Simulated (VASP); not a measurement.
Write the native input for VASP 6.6.1 that does the following.

| Property | Result |
| --- | --- |
| Task | single point |
| Functional | PBE |
| Dispersion | D3(BJ) |
| Potentials or basis | VASP PAW PBE potentials, release 64 (W_sv, Se) |
| Cutoff | 520 eV |
| k mesh | 9 × 9 × 4 |
| Occupations | gaussian, width 0.05 eV |
| Spin | no spin polarisation |
| Dipole correction | no |
| Further INCAR settings | ALGO = Normal; EDIFF = 1e-07; NBANDS = 20 |

The structure of WSe2 lies in POSCAR:

```
WSe2
1.0
    3.2789854936      0.0000000000      0.0000000000
   -1.6394927468      2.8396847361      0.0000000000
    0.0000000000      0.0000000000      7.0056191088
W Se
1 2
Direct
    0.0000000000      0.0000000000      0.0000000000
    0.3333333333      0.6666666667      0.2167576539
    0.3333333333      0.6666666667      0.7832423461
```

This cell differs from its parent crystal: atoms shifted along a free coordinate, c/a of the conventional cell at fixed volume 2.1365.

One way to write it, as run:

INCAR

```
SYSTEM = WSe2
PREC = Accurate
ENCUT = 520
EDIFF = 1E-7
ISMEAR = 0
SIGMA = 0.05
LREAL = .FALSE.
LASPH = .TRUE.
NELM = 100
ALGO = Normal
ISIF = 2
LWAVE = .FALSE.
LCHARG = .TRUE.
GGA = PE
IVDW = 12
LELF = .TRUE.
LVHAR = .TRUE.
NBANDS = 20
```

KPOINTS

```
regular mesh
0
G
  9 9 4
  0 0 0
```

Potentials or basis: VASP PAW PBE potentials, release 64 (W_sv, Se).

The run is started by

```console
$ cat potpaw_PBE.64/W_sv/POTCAR potpaw_PBE.64/Se/POTCAR > POTCAR
$ mpirun -np 1 vasp_std > vasp.out
```

Results of the run:

```
Pressure                   : 16.8 GPa
Largest force              : 3.772 eV/Å
Band gap on the k mesh     : 0.56 eV (least direct gap 1.27 eV)
Dispersion energy per atom : -0.434 eV
```

Caveat: the cell stands under pressure; spin-orbit coupling is left out, which moves the levels of the heavy elements; an odd mesh through Γ misses points on the zone boundary, where band edges can lie; forces of over 1 eV/Å act on the atoms, so gaps and moduli don't describe the material at rest.

Run time: 74 s on 1 thread of Intel Xeon 8259CL (shared host), peak memory 0.22 GiB.
